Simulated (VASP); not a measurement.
## Ti: relaxation of cell and atoms with PBE+D3(BJ)

Ti:

```
CELL_PARAMETERS angstrom
2.95000 0.00000 0.00000
-1.47500 2.55477 0.00000
0.00000 0.00000 4.68000
ATOMIC_POSITIONS crystal
Ti 0.66667 0.33333 0.75000
Ti 0.33333 0.66667 0.25000
```

```json
{
  "Program": "VASP 6.6.1",
  "Task": "relaxation of cell and atoms",
  "Functional": "PBE",
  "Dispersion": "D3(BJ)",
  "Potentials or basis": "VASP PAW PBE potentials, release 64 (Ti_sv)",
  "Cutoff": "600 eV",
  "k mesh": "10 × 10 × 6",
  "Occupations": "fermi-dirac, width 0.05 eV",
  "Spin": "no spin polarisation",
  "Dipole correction": "no",
  "Further INCAR settings": "ALGO = Fast; EDIFF = 1e-07; IBRION = 2; EDIFFG = -0.01; NSW = 60; ISIF = 3"
}
```

```json
{"Relaxed volume": "16.45 Å³/atom", "Relaxed cell": "a = 2.887 Å, b = 2.887 Å, c = 4.559 Å, α = 90.00°, β = 90.00°, γ = 120.00°", "Space group after relaxing (to 0.05 Å)": "P6_3/mmc (No. 194)", "Energy gained by relaxing": "28.6 meV/atom", "Ionic steps": "8", "Pressure after relaxing": "0.0 GPa", "Band gap on the k mesh": "zero (band 12 reaches 9.72 eV, above the bottom of band 13 at 8.72 eV)", "Dispersion energy per atom": "-0.637 eV"}
```

Step by step:
```
step  energy change (eV)  largest force (eV/Å)  pressure (GPa)  volume (Å³)
   1              0.0000                0.0000           -7.33        35.27
   2             -0.0262                0.0000            6.43        31.31
   3             -0.0570                0.0000            0.06        32.91
   4             -0.0570                0.0000           -0.21        32.96
   5             -0.0571                0.0000           -0.20        32.96
   6             -0.0571                0.0000           -0.19        32.96
   7             -0.0571                0.0000            0.09        32.87
   8             -0.0571                0.0000           -0.03        32.91
```

Final structure:
```cif
data_structure
_symmetry_space_group_name_H-M 'P 1'
_symmetry_Int_Tables_number 1
_cell_length_a 2.8869
_cell_length_b 2.8869
_cell_length_c 4.5592
_cell_angle_alpha 90.000
_cell_angle_beta 90.000
_cell_angle_gamma 120.000
_cell_volume 32.91
loop_
_atom_site_label
_atom_site_type_symbol
_atom_site_fract_x
_atom_site_fract_y
_atom_site_fract_z
_atom_site_occupancy
Ti1 Ti 0.66667 0.33333 0.75000 1
Ti2 Ti 0.33333 0.66667 0.25000 1
```

Levels at points of the mesh, in eV from the Fermi level:
```
           k point  band 9  band 10  band 11  band 12  band 13  band 14  band 15  band 16
(0.00, 0.00, 0.00)   -6.33    -2.82     0.81     0.81     0.95     0.96     1.35     1.35
(0.50, 0.00, 0.00)   -2.41    -2.31    -1.98    -0.57     0.48     0.70     1.28     3.57
(0.00, 0.00, 0.50)   -4.39    -4.39     0.10     0.10     0.70     0.70     0.70     0.70
(0.50, 0.00, 0.50)   -2.68    -2.68    -0.87    -0.87     1.48     1.48     1.83     1.83
```

Wall time 4.4 min on 1 thread of Intel(R) Xeon(R) 6975P-C (Granite Rapids), with other jobs on the host, peak memory 0.19 GiB.

Caveat: pairwise dispersion overbinds metals, which lowers pressure and volume.
